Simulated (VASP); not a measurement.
A run of VASP 6.6.1 is set up as follows.

POSCAR

```
LiBr
1.0
    0.0000000000      2.7395650468      2.7395650468
    2.7395650468      0.0000000000      2.7395650468
    2.7395650468      2.7395650468      0.0000000000
Li Br
1 1
Direct
    0.0000000000      0.0000000000      0.0000000000
    0.5000000000      0.5000000000      0.5000000000
```

The input INCAR.step1:

```
PREC = Accurate
ENCUT = 650
EDIFF = 1E-5
ISMEAR = 0
SIGMA = 0.01
LREAL = F
LASPH = T
NELM = 120
ALGO = Normal
ISIF = 2
LWAVE = T
NBANDS = 12
GGA = PE
GGA_COMPAT = F
```

INCAR.step2

```
PREC = Accurate
ENCUT = 650
EDIFF = 1E-6
ISMEAR = 0
SIGMA = 0.01
LREAL = F
LASPH = T
NELM = 120
ALGO = Normal
ISIF = 2
LWAVE = F
LCHARG = T
GGA = PE
LHFCALC = T
AEXX = 0.15
HFSCREEN = 0.1
PRECFOCK = Normal
LELF = T
LVHAR = T
NBANDS = 12
ISTART = 1
GGA_COMPAT = F
```

KPOINTS

```
Automatic mesh
0
Gamma
  4 4 4
```

Potentials or basis: VASP PAW PBE potentials, release 64 (Li_sv, Br).

Launch:

```sh
$ cat potpaw_PBE.64/Li_sv/POTCAR potpaw_PBE.64/Br/POTCAR > POTCAR
$ cp INCAR.step1 INCAR
$ mpirun -np 1 vasp_std > vasp.out
$ cp INCAR.step2 INCAR
$ mpirun -np 1 vasp_std > vasp.out
```

(1) What does it give for the band gap on the k mesh?

(2) Estimate the pressure.

Results:

(1) 5.93 eV.

(2) 0.1 GPa.

Caveat: the k points lie up to 0.50 Å⁻¹ apart; the PAW data sets were made with another functional, which shifts forces and pressure a little.
